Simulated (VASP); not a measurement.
Wanted: the native input for a VASP 6.6.1 run.

```yaml
Task: electric field gradients
Functional: PBEsol
Potentials_or_basis: VASP PAW PBE potentials, release 64 (Cd, Te)
Cutoff: 520 eV
k_mesh: 9 × 9 × 6
Occupations: fermi-dirac, width 0.05 eV
Spin: no spin polarisation
Dipole_correction: no
Further_INCAR_settings: ALGO = Normal; EDIFF = 1e-08; NBANDS = 26
```

The structure of CdTe lies in POSCAR:

```
CdTe
1.0
    3.0652910000     -3.0946090000      0.0000000000
    3.0652910000      3.0946090000      0.0000000000
    0.0000000000      0.0000000000      6.0906520000
Cd Te
2 2
Direct
    0.2770300000      0.7229700000      0.7500000000
    0.7229700000      0.2770300000      0.2500000000
    0.7661370000      0.2338630000      0.7500000000
    0.2338630000      0.7661370000      0.2500000000
```

One way to write it, as run:

INCAR

```
SYSTEM = CdTe
  ALGO = Normal
  EDIFF = 1E-8
  ENCUT = 520
  GGA = PS
  ISIF = 2
  ISMEAR = -1
  LASPH = .TRUE.
  LCHARG = .FALSE.
  LEFG = .TRUE.
  LREAL = .FALSE.
  LWAVE = .FALSE.
  NBANDS = 26
  NELM = 80
  PREC = Accurate
  SIGMA = 0.05
```

KPOINTS

```
k-points
0
G
  9 9 6
  0 0 0
```

Potentials or basis: VASP PAW PBE potentials, release 64 (Cd, Te).

The run is started by

```bash
$ cat potpaw_PBE.64/Cd/POTCAR potpaw_PBE.64/Te/POTCAR > POTCAR
$ mpirun -np 1 vasp_std > vasp.out
```

Results of the run:

The pressure is -3.0 GPa and the largest force is 0.053 eV/Å. The band gap on the k mesh is zero (band 18 reaches 3.71 eV, above the bottom of band 19 at 2.48 eV).

Caveat: without QUAD_EFG the Cq values of the log hold for a quadrupole moment of 1 mb, not for the nuclei; the PAW data sets were made with another functional, which shifts forces and pressure a little; spin-orbit coupling is left out, which moves the levels of the heavy elements.

Wall time 6.2 min on 1 thread of Oxide Virtual Turin-like Processor, on a shared host, peak memory 0.36 GiB.
